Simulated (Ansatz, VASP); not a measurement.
One calculation of YN, two programs

```
Y N
1.0
     0.00000    2.48633    2.48633
     2.48633    0.00000    2.48633
     2.48633    2.48633    0.00000
Y N
1 1
Direct
  0.00000 0.00000 0.00000
  0.50000 0.50000 0.50000
```

Change from the starting cell: volume scaled by 1.06.

Alike in both runs: task single point; functional PBE; k mesh 9 × 9 × 9; occupations fermi-dirac, width 0.03 eV; no spin polarisation.

|  | VASP | Ansatz |
| --- | --- | --- |
| version | VASP 6.6.1 | Ansatz 0.2.0 |
| potentials or method | VASP PAW PBE potentials, release 64 (Y_sv, N), cutoff 600 eV | all-electron LAPW, scalar-relativistic |

Ansatz gave:

| Item | Value |
| --- | --- |
| pressure (GPa) | -5.9 |

What did VASP give for the same quantities?

Pressure (GPa): -6.1.

Ansatz ran all-electron here, and VASP with PAW potentials.
